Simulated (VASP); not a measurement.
# Mn: relaxation of cell and atoms with PBEsol

The system is Mn.

```xyz
3
Lattice="2.4517 0.0000 0.0000 -1.2258 2.1232 0.0000 0.0000 0.0000 5.9473" Properties=species:S:1:pos:R:3 pbc="T T T"
Mn    0.0000    0.0000    0.0000
Mn    0.0000    1.4155    1.9824
Mn    1.2258    0.7077    3.9649
```

* Program: VASP 6.6.1
* Task: relaxation of cell and atoms
* Functional: PBEsol
* Potentials or basis: VASP PAW PBE potentials, release 64 (Mn_pv)
* Cutoff: 600 eV
* k mesh: 21 × 21 × 7
* Occupations: gaussian, width 0.1 eV
* Spin: no spin polarisation
* Dipole correction: no
* Further INCAR settings: ALGO = Fast; EDIFF = 1e-06; IBRION = 2; EDIFFG = -0.01; NSW = 65; ISIF = 3

The relaxed volume is 10.35 Å³/atom, the relaxed cell is a = 2.447 Å, b = 2.447 Å, c = 5.990 Å, α = 90.00°, β = 90.00°, γ = 120.00° and the space group after relaxing (to 0.05 Å) is Fm-3m (No. 225). The energy gained by relaxing is 0.8 meV/atom and the ionic steps are 5. The pressure after relaxing is 0.0 GPa.

Step by step:
```
step  energy change (eV)  largest force (eV/Å)  pressure (GPa)  volume (Å³)
   1              0.0000                0.0000            0.78        30.96
   2             -0.0018                0.0000           -1.36        31.18
   3             -0.0023                0.0000           -0.61        31.11
   4             -0.0022                0.0000            0.92        30.98
   5             -0.0024                0.0000           -0.04        31.05
```

Final structure:
```
Mn
1.0
     2.44662    0.00000    0.00000
    -1.22331    2.11884    0.00000
     0.00000    0.00000    5.98956
Mn
3
Direct
  0.00000 0.00000 0.00000
  0.33333 0.66667 0.33333
  0.66667 0.33333 0.66667
```

Levels at points of the mesh, in eV from the Fermi level:
```tsv
k point	band 16	band 17	band 18	band 19	band 20	band 21	band 22	band 23
(0.00, 0.00, 0.00)	-1.21	-1.21	-1.10	-1.10	-1.10	-1.10	0.56	0.56
```

Wall time 13 min on 1 thread of Intel(R) Xeon(R) Platinum 8259CL CPU @ 2.50GHz (Skylake/Cascade Lake), on a shared host, peak memory 0.32 GiB.

Caveat: the bands computed are all filled at some k points, so no gap is given; the PAW data sets were made with another functional, which shifts forces and pressure a little; the run has no spin polarisation, though such a crystal can be magnetic. Spin polarisation is off, so any magnetic state and its effect on volume and gap are missing.
